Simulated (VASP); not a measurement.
# MoS2 (P6_3/mmc) in VASP: notebook

Aim: see how the results for MoS2 move with the level of theory and the settings. Levels: PBEsol+D4, BLYP+D3(BJ), BLYP+D4, PBE. Tasks: relaxation of cell and atoms, single point.

Everything below comes from runs of VASP 6.6.1. Logs are shortened: lines on timing, memory, paths and dates and some standing lists are left out, and cuts for length are marked.

**Experimental background.**

From “Multiwavelength excitation Raman Scattering Analysis of bulk and 2 dimensional MoS2: Vibrational properties of atomically thin MoS2 layers”, 2015, arxiv:1506.03228, for a bulk crystal of MoS2 at 300 K: band gap 1.3 eV (indirect).

The results are compared with them further down.

## Step 1: The cell of the first run

The structure is hexagonal, space group P6_3/mmc (No. 194). The conventional cell has a = 3.169 Å, b = 3.169 Å, c = 12.324 Å, α = 90.00°, β = 90.00°, γ = 120.00°. Mo (site symmetry -6m2) has 6 S at 2.41 Å and 6 Mo at 3.17 Å within 3.2 Å. S (site symmetry 3m) has 3 Mo at 2.41 Å and 7 S at 3.13 to 3.17 Å within 3.2 Å.

## Step 2: Relaxation of cell and atoms, PBEsol+D4

Input file INCAR:

```
SYSTEM = MoS2
PREC     = Accurate       ! precision mode
ENCUT    = 600            ! plane-wave cutoff, eV
EDIFF    = 1E-6           ! SCF threshold, eV
ISMEAR   = -1             ! smearing method
SIGMA    = 0.05           ! smearing width, eV
LREAL    = .False.        ! projectors in reciprocal space
LASPH    = .True.         ! aspherical terms in the spheres
NELM     = 100            ! most SCF steps
ALGO     = Normal         ! electronic algorithm
ISIF     = 3              ! what is computed and relaxed
LWAVE    = .False.        ! write WAVECAR
LCHARG   = .False.        ! write CHGCAR
GGA      = PS             ! functional
IVDW     = 13             ! dispersion correction
IBRION   = 2              ! ionic algorithm
NSW      = 60             ! ionic steps
EDIFFG   = -0.01          ! ionic threshold
```

Input file KPOINTS:

```
regular mesh
0
Gamma
  10 10 3
  0 0 0
```

Input file POSCAR:

```
MoS2
1.0
    3.1690000000      0.0000000000      0.0000000000
   -1.5845000000      2.7444345046      0.0000000000
    0.0000000000      0.0000000000     12.3240000000
Mo S
2 4
Direct
    0.6666666667      0.3333333333      0.7500000000
    0.3333333333      0.6666666667      0.2500000000
    0.6666666667      0.3333333333      0.3770000000
    0.3333333333      0.6666666667      0.8770000000
    0.6666666667      0.3333333333      0.1230000000
    0.3333333333      0.6666666667      0.6230000000
```

Potentials or basis: VASP PAW PBE potentials, release 64 (Mo_sv, S).

Command:

```bash
$ cat potpaw_PBE.64/Mo_sv/POTCAR potpaw_PBE.64/S/POTCAR > POTCAR
$ mpirun -np 1 vasp_std > vasp.out
```

OUTCAR:

```text
SYSTEM = MoS2
   PREC = Accurate
   ENCUT = 600
   EDIFF = 1E-6
   ISMEAR = -1
   LREAL = .False.
   LASPH = .True.
   NELM = 100
   ISIF = 3
   GGA = PS
   IVDW = 13
   IBRION = 2
   NSW = 60
   EDIFFG = -0.01

 ion  position               nearest neighbor table
   1  0.667  0.333  0.750-   4 2.41   6 2.41   4 2.41   6 2.41   4 2.41   6 2.41
   2  0.333  0.667  0.250-   3 2.41   5 2.41   3 2.41   5 2.41   3 2.41   5 2.41
   3  0.667  0.333  0.377-   2 2.41   2 2.41   2 2.41
   4  0.333  0.667  0.877-   1 2.41   1 2.41   1 2.41
   5  0.667  0.333  0.123-   2 2.41   2 2.41   2 2.41
   6  0.333  0.667  0.623-   1 2.41   1 2.41   1 2.41

  LATTYP: Found a hexagonal cell.
 ALAT       =     3.1690000000
 C/A-ratio  =     3.8889239508

  Lattice vectors:

 A1 = (   3.1690000000,   0.0000000000,   0.0000000000)
 A2 = (  -1.5845000000,   2.7444345046,   0.0000000000)
 A3 = (   0.0000000000,   0.0000000000,  12.3240000000)

Analysis of symmetry for initial positions (statically):
=====================================================================
 Subroutine PRICEL returns:
 Original cell was already a primitive cell.

 Routine SETGRP: Setting up the symmetry group for a
 hexagonal supercell.

 Subroutine GETGRP returns: Found 24 space group operations
 (whereof 12 operations were pure point group operations)
 out of a pool of 24 trial point group operations.

The static configuration has the point symmetry D_3d.
 The point group associated with its full space group is D_6h.

Analysis of symmetry for dynamics (positions and initial velocities):
=====================================================================
 Subroutine PRICEL returns:
 Original cell was already a primitive cell.

 Routine SETGRP: Setting up the symmetry group for a
 hexagonal supercell.

 Subroutine GETGRP returns: Found 24 space group operations
 (whereof 12 operations were pure point group operations)
 out of a pool of 24 trial point group operations.

The dynamic configuration has the point symmetry D_3d.
 The point group associated with its full space group is D_6h.

 Subroutine INISYM returns: Found 24 space group operations
 (whereof 12 operations are pure point group operations),
 and found     1 'primitive' translations

----------------------------------------------------------------------------------------

                                     Primitive cell

  volume of cell :     107.1832

  direct lattice vectors                    reciprocal lattice vectors
     3.169000000  0.000000000  0.000000000     0.315556958  0.182186895  0.000000000
    -1.584500000  2.744434505  0.000000000     0.000000000  0.364373789  0.000000000
     0.000000000  0.000000000 12.324000000     0.000000000  0.000000000  0.081142486

  length of vectors
     3.169000000  3.169000000 12.324000000     0.364373789  0.364373789  0.081142486

  position of ions in fractional coordinates (direct lattice)
     0.666666667  0.333333333  0.750000000
     0.333333333  0.666666667  0.250000000
     0.666666667  0.333333333  0.377000000
     0.333333333  0.666666667  0.877000000
     0.666666667  0.333333333  0.123000000
     0.333333333  0.666666667  0.623000000

  ion indices of the primitive-cell ions
   primitive index   ion index
                 1           1
                 2           2
                 3           3
                 4           4
                 5           5
                 6           6

----------------------------------------------------------------------------------------

 KPOINTS: regular mesh

Automatic generation of k-mesh.
 Grid dimensions read from file:
 generate k-points for:   10   10    3

 Generating k-lattice:

  Cartesian coordinates                     Fractional coordinates (reciprocal lattice)
     0.031555696  0.018218689  0.000000000     0.100000000 -0.000000000  0.000000000
     0.000000000  0.036437379  0.000000000     0.000000000  0.100000000  0.000000000
     0.000000000  0.000000000  0.027047495     0.000000000  0.000000000  0.333333333

  Length of vectors
     0.036437379  0.036437379  0.027047495

  Shift w.r.t. Gamma in fractional coordinates (k-lattice)
     0.000000000  0.000000000  0.000000000

 Subroutine IBZKPT returns following result:
 ===========================================

 Found     28 irreducible k-points:

 Following reciprocal coordinates:
            Coordinates               Weight
  0.000000  0.000000  0.000000      1.000000
  0.100000 -0.000000  0.000000      6.000000
  0.200000 -0.000000  0.000000      6.000000
  0.300000  0.000000  0.000000      6.000000
  0.400000 -0.000000  0.000000      6.000000
  0.500000  0.000000  0.000000      3.000000
[... 16 lines left out ...]
  0.300000  0.100000  0.333333     24.000000
  0.400000  0.100000  0.333333     24.000000
 [... further k-points ...]
   k-points           NKPTS =     28   k-points in BZ     NKDIM =     28   number of bands    NBANDS=     31
   number of dos      NEDOS =    301   number of ions     NIONS =      6
   total plane-waves  NPLWV =  76832
   dimension x,y,z NGX =    28 NGY =   28 NGZ =   98
   dimension x,y,z NGXF=    56 NGYF=   56 NGZF=  196
   ions per type =               2   4
   NGX,Y,Z   is equivalent  to a cutoff of  14.69, 14.69, 13.22 a.u.
   NGXF,Y,Z  is equivalent  to a cutoff of  29.38, 29.38, 26.44 a.u.
 SYSTEM =  MoS2
   PREC   = accura    normal or accurate (medium, high low for compatibility)
   ISTART =      0    job   : 0-new  1-cont  2-samecut
   ICHARG =      2    charge: 1-file 2-atom 10-const
   ISPIN  =      1    spin polarized calculation?
   LNONCOLLINEAR =      F non collinear calculations
   LSORBIT =      F    spin-orbit coupling
   LASPH  =      T    aspherical Exc in radial PAW
   ENCUT  =  600.0 eV  44.10 Ry    6.64 a.u.   6.33  6.33 24.61*2*pi/ulx,y,z
   NELM   =    100;   NELMIN=  2; NELMDL= -5     # of ELM steps
   EDIFF  = 0.1E-05   stopping-criterion for ELM
   LREAL  =      F    real-space projection
   EDIFFG = -.1E-01   stopping-criterion for IOM
   NSW    =     60    number of steps for IOM
   IBRION =      2    ionic relax: 0-MD 1-quasi-New 2-CG
   NFREE  =      1    steps in history (QN), initial steepest desc. (CG)
   ISIF   =      3    stress and relaxation
   ISYM   =      2    0-nonsym 1-usesym 2-fastsym
   POTIM  = 0.5000    time-step for ionic-motion
   TEBEG  =    0.0;   TEEND  =   0.0 temperature during run
   PSTRESS=    0.0 pullay stress
   NELECT =      52.0000    total number of electrons
   NUPDOWN=      -1.0000    fix difference up-down
   EMIN   =  10.00;   EMAX   =-10.00  energy-range for DOS
   EFERMI =   0.00;   METHOD = LEGACY
   ISMEAR =    -1;   SIGMA  =   0.05  broadening in eV -4-tet -1-fermi 0-gaus
   EFERMI_NEDOS =   21; number of points for ismear=-14 and -15
   IALGO  =     38    algorithm
   IMIX   =      4    mixing-type and parameters
     AMIX     =   0.40;   BMIX     =  1.00
     AMIX_MAG =   1.60;   BMIX_MAG =  1.00
  volume/ion in A,a.u.               =      17.86       120.55
  Fermi-wavevector in a.u.,A,eV,Ry     =   1.286373  2.430893 22.514325  1.654756
  Thomas-Fermi vector in A             =   2.418452
   LORBIT       =      0    0 simple, 1 ext, 2 COOP (PROOUT), +10 PAW based schemes
   GGA     = PS    functional components
   LHFCALC =     F    Hartree Fock is set to
   AEXX    =    0.0000 exact exchange contribution
   IVDW    =    13    specifies the selected vdW correction
   LEPSILON=     F    determine dielectric tensor
   LRPA    =     F    only Hartree local field effects (RPA)
 conjugate gradient relaxation of ions
 non-spin polarized calculation
  energy-cutoff  :      600.00
  volume of cell :      107.18
 maximum number of plane-waves:      3613
 NGX is ok and might be reduce to    28
   NGX = 13   NGY = 13   NGZ = 49

--------------------------------------- Ionic step        1  -------------------------------------------

 number of electron      52.0000000 magnetization

 Free energy of the ion-electron system (eV)
  ---------------------------------------------------
  ext. energy  EPLUGINS =         0.00000000
  ---------------------------------------------------
  free energy    TOTEN  =       -46.88109164 eV

  energy without entropy =      -46.88108863  energy(sigma->0) =      -46.88109013

------------------------ aborting loop because EDIFF is reached ----------------------------------------

  DFT-D4 for vdW energy calculation

  Edisp (eV):   -1.46169

  FORCE on cell =-STRESS in cart. coord.  units (eV):
  Direction    XX          YY          ZZ          XY          YZ          ZX
  --------------------------------------------------------------------------------------
  -------------------------------------------------------------------------------------
  Total      -3.56041    -3.56041    -3.06748     0.00000    -0.00000     0.00000
  in kB     -53.22116   -53.22116   -45.85281     0.00000    -0.00000     0.00000
  external pressure =      -50.77 kB  Pullay stress =        0.00 kB
[... 109 lines left out ...]
  FREE ENERGIE OF THE ION-ELECTRON SYSTEM (eV)
  ---------------------------------------------------
  free  energy   TOTEN  =       -48.3958534431 eV

  energy  without entropy=      -48.3958501009  energy(sigma->0) =      -48.39585177

[... ionic steps 4 to 10 ...]

--------------------------------------- Ionic step       11  -------------------------------------------

 number of electron      51.9999998 magnetization

------------------------ aborting loop because EDIFF is reached ----------------------------------------

  DFT-D4 for vdW energy calculation

  Edisp (eV):   -1.54957
[... 77 lines left out ...]
  energy  without entropy=      -48.4155183361  energy(sigma->0) =      -48.41552566

--------------------------------------- Ionic step       13  -------------------------------------------

 number of electron      51.9999998 magnetization

 Free energy of the ion-electron system (eV)
  ---------------------------------------------------
  ext. energy  EPLUGINS =         0.00000000
  ---------------------------------------------------
  free energy    TOTEN  =       -46.86674167 eV

  energy without entropy =      -46.86672880  energy(sigma->0) =      -46.86673523

 E-fermi :   8.6263     XC(G=0): -11.3571

 val. band max:        8.3117420246   @ k =   0.0000   0.0000   0.0000
 cond. band min:       9.0321868298   @ k =   0.2000   0.2000   0.0000
 fundamental gap:      0.7204448051
 Fermi energy:         8.6263063328

 k-point     1 :       0.0000    0.0000    0.0000
  band No.  band energies     occupation
      1     -53.1558      2.00000
      2     -53.1558      2.00000
      3     -27.3815      2.00000
      4     -27.3812      2.00000
      5     -27.0982      2.00000
      6     -27.0982      2.00000
[... 805 lines left out ...]
     30      10.5575      0.00000
     31      11.2339      0.00000

 [... further k-points ...]

------------------------ aborting loop because EDIFF is reached ----------------------------------------

  DFT-D4 for vdW energy calculation

  Edisp (eV):   -1.55190

  FORCE on cell =-STRESS in cart. coord.  units (eV):
  Direction    XX          YY          ZZ          XY          YZ          ZX
  --------------------------------------------------------------------------------------
  -------------------------------------------------------------------------------------
  Total      -0.02081    -0.02081     0.04669     0.00000     0.00000     0.00000
  in kB      -0.33082    -0.33082     0.74212     0.00000     0.00000     0.00000
  external pressure =        0.03 kB  Pullay stress =        0.00 kB
[... 21 lines left out ...]
  FREE ENERGIE OF THE ION-ELECTRON SYSTEM (eV)
  ---------------------------------------------------
  free  energy   TOTEN  =       -48.4186434946 eV

  energy  without entropy=      -48.4186306281  energy(sigma->0) =      -48.41863706

 reached required accuracy - stopping structural energy minimisation
```

Run time: 7.9 min. Hardware: 1 thread of Intel Xeon 6975P-C (Granite Rapids), shared host; peak memory 0.32 GiB.

Results:

```
Free energy                           : -48.4186 eV
Relaxed volume                        : 16.80 Å³/atom
Relaxed cell                          : a = 3.123 Å, b = 3.123 Å, c = 11.930 Å, α = 90.00°, β = 90.00°, γ = 120.00°
Space group after relaxing (to 0.1 Å) : P6_3/mmc (No. 194)
Energy gained by relaxing             : 12.6 meV/atom
Ionic steps                           : 13
Pressure after relaxing               : 0.0 GPa
Largest force after relaxing          : 0.009 eV/Å
Band gap on the k mesh                : 0.72 eV (least direct gap 1.96 eV)
Dispersion energy per atom            : -0.259 eV
```

Forces in eV/Å, atoms in the order of the input:
```
Mo   0.000  0.000  0.000
Mo   0.000  0.000  0.000
S    0.000  0.000  0.009
S    0.000  0.000  0.009
S    0.000  0.000 -0.009
S    0.000  0.000 -0.009
```

Stress tensor (GPa, compression positive):
```
-0.03  0.00  0.00
 0.00 -0.03  0.00
 0.00  0.00  0.07
```

The path:
```csv
step,energy change (eV),largest force (eV/Å),pressure (GPa),volume (Å³)
1,0.0000,0.3092,-5.08,107.18
2,0.1487,1.4515,10.82,98.64
3,-0.0531,0.2381,-0.32,104.18
4,-0.0531,0.2490,-0.22,104.12
5,-0.0617,0.0878,-0.10,103.34
6,-0.0618,0.0744,-0.10,103.28
7,-0.0647,0.0629,-0.13,103.00
8,-0.0716,0.0296,-0.23,102.17
9,-0.0752,0.0403,-0.25,100.49
10,-0.0757,0.0147,-0.25,101.02
11,-0.0757,0.0184,-0.24,100.96
12,-0.0728,0.1409,1.32,100.00
13,-0.0759,0.0089,0.00,100.80
```

Final structure:
```
Mo S
1.0
     3.12346    0.00000    0.00000
    -1.56173    2.70500    0.00000
     0.00000    0.00000   11.93022
Mo S
2 4
Direct
  0.66667 0.33333 0.75000
  0.33333 0.66667 0.25000
  0.66667 0.33333 0.38080
  0.33333 0.66667 0.88080
  0.66667 0.33333 0.11920
  0.33333 0.66667 0.61920
```

Levels at points of the mesh, in eV from the valence-band top:
| k point | band 22 | band 23 | band 24 | band 25 | band 26 | band 27 | band 28 | band 29 | band 30 | band 31 |
| --- | --- | --- | --- | --- | --- | --- | --- | --- | --- | --- |
| (0.00, 0.00, 0.00) | -2.20 | -2.20 | -1.44 | -1.07 | 0.00 | 2.10 | 2.10 | 2.14 | 2.14 | 2.25 |
| (0.50, 0.00, 0.00) | -2.63 | -1.83 | -1.60 | -1.52 | -1.43 | 1.65 | 1.71 | 1.99 | 2.37 | 2.77 |

Caveat: the PAW data sets were made with another functional, which shifts forces and pressure a little.

[end of part 1 of 2]
